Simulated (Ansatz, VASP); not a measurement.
**Two plane-wave programs on WS2**

The input INCAR:

```
SYSTEM = WS2
ALGO = Normal
EDIFF = 1E-7
EDIFFG = -0.001
ENCUT = 520
GGA = PE
IBRION = 2
ISIF = 2
ISMEAR = 0
LASPH = .TRUE.
LCHARG = .FALSE.
LREAL = .FALSE.
LWAVE = .FALSE.
NELM = 60
NSW = 60
PREC = Accurate
SIGMA = 0.01
```

KPOINTS

```
k-points
0
G
  12 12 3
  0 0 0
```

File POSCAR:

```
WS2
1.0
    3.1800000000      0.0000000000      0.0000000000
   -1.5900000000      2.7539607840      0.0000000000
    0.0000000000      0.0000000000     12.5000000000
W S
2 4
Direct
    0.3333333333      0.6666666667      0.2500000000
    0.6666666667      0.3333333333      0.7500000000
    0.3333333333      0.6666666667      0.6250000000
    0.6666666667      0.3333333333      0.1250000000
    0.3333333333      0.6666666667      0.8750000000
    0.6666666667      0.3333333333      0.3750000000
```

Input for Ansatz:

```yaml
crystal:
  lattice:
    - [3.18, 0.0, 0.0]
    - [-1.59, 2.753960784, 0.0]
    - [0.0, 0.0, 12.5]
  atoms:
    - { symbol: W, position: [0.3333333333, 0.6666666667, 0.25] }
    - { symbol: W, position: [0.6666666667, 0.3333333333, 0.75] }
    - { symbol: S, position: [0.3333333333, 0.6666666667, 0.625] }
    - { symbol: S, position: [0.6666666667, 0.3333333333, 0.125] }
    - { symbol: S, position: [0.3333333333, 0.6666666667, 0.875] }
    - { symbol: S, position: [0.6666666667, 0.3333333333, 0.375] }
scf:
  occupations: { method: fixed }
output:
  forces: true
  stress: true
  eigenvalues: true
  write_density: true
  write_potential: true
  elf: true
  volumetric_format: npy
hamiltonian:
  xc: pbe
basis:
  ecutwfc: 480
kpoints:
  mp_grid: { grid: [12, 12, 3] }
relax:
  f_tol: 0.001
  max_steps: 40
```

Alike in both runs: task relaxation of the atoms; functional PBE; k mesh 12 × 12 × 3; no spin polarisation.

```csv
,VASP,Ansatz
version,VASP 6.6.1,Ansatz 0.2.0
potentials or method,"VASP PAW PBE potentials, release 64 (W_sv, S), cutoff 520 eV","scalar-relativistic, plane waves, PAW"
occupations,"gaussian, width 0.01 eV",fixed
valence electrons in the cell,52,52
```

Ansatz gave:

```
gap on the k mesh at the Fermi level, each at its own relaxed structure (eV) : 1.04
```

Task: Estimate VASP's values.

Result: gap on the k mesh at the Fermi level, each at its own relaxed structure (eV): 1.06.

Ansatz's warnings: stress scf threshold loose.

Neither program's run includes spin-orbit coupling.
